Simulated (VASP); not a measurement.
## Ti6C: single point with PBE

System: Ti6C, a slab with vacuum.

```
Ti C
1.0
     2.83197    0.00000    0.00000
     0.00000    4.57935    0.00000
     0.00000    0.00000   22.05069
Ti C
6 1
Cartesian
  1.4160 0.0000 4.0000
  0.0000 2.2897 5.3219
  1.4160 0.0000 6.6439
  1.4160 2.2897 7.9952
  0.0000 0.0000 9.2793
  1.4160 2.2897 10.5507
  1.8880 3.6635 11.3686
```

| Item | Value |
| --- | --- |
| Program | VASP 6.6.1 |
| Task | single point |
| Functional | PBE |
| Potentials or basis | VASP PAW PBE potentials, release 64 (Ti_sv, C) |
| Cutoff | 520 eV |
| k mesh | 9 × 6 × 1 |
| Occupations | gaussian, width 0.1 eV |
| Spin | no spin polarisation |
| Dipole correction | yes |
| Further INCAR settings | ALGO = Normal; EDIFF = 1e-06; NBANDS = 47 |

The largest force is 5.958 eV/Å and the band gap on the k mesh is zero (bands 38 and 39 overlap by 0.08 eV).

Forces on the atoms (eV/Å):
```
Ti  -0.001  0.022  0.324
Ti   0.031 -0.005  0.005
Ti  -0.018 -0.098 -0.211
Ti  -0.103 -0.082 -0.807
Ti  -0.006 -1.119  1.229
Ti  -2.795 -3.926 -0.630
C    2.892  5.209  0.091
```

Levels at points of the mesh, in eV from the Fermi level:
| k point | band 36 | band 37 | band 38 | band 39 | band 40 | band 41 |
| --- | --- | --- | --- | --- | --- | --- |
| (0.00, 0.00, 0.00) | -0.39 | -0.31 | -0.08 | 0.20 | 0.26 | 0.32 |
| (0.00, 0.50, 0.00) | -0.29 | -0.27 | -0.15 | 0.08 | 0.28 | 0.34 |

Run time: 20 min on 1 thread of Intel Xeon 8259CL (shared host), peak memory 0.53 GiB.
